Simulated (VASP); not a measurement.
Crystal: AgI.

```
Ag I
1.0
     4.65087    0.00000    0.00000
    -2.32544    4.02777    0.00000
     0.00000    0.00000    7.59930
Ag I
2 2
Direct
  0.33333 0.66667 0.00000
  0.66667 0.33333 0.50000
  0.33333 0.66667 0.37500
  0.66667 0.33333 0.87500
```

Base run:

| Quantity | Value |
| --- | --- |
| Program | VASP 6.6.1 |
| Functional | HSE06 |
| Potentials or basis | VASP PAW PBE potentials, release 64 (Ag, I) |
| Cutoff | 400 eV |
| k mesh | 6 × 6 × 2 |
| Occupations | gaussian, width 0.01 eV |
| Spin | no spin polarisation |

Its results: band gap on the k mesh 2.51 eV; pressure 0.3 GPa.

Question: The run is repeated on the same cell with these changes: functional from HSE06 to r2SCAN; cutoff from 400 eV to 550 eV; k mesh from 6 × 6 × 2 to 6 × 6 × 4. What comes out?

Answer: Band gap on the k mesh 1.83 eV; pressure -0.1 GPa.

Several settings changed at once.

Caveats: the PAW data sets were made with another functional, which shifts forces and pressure a little; spin-orbit coupling is left out, which moves the levels of the heavy elements.

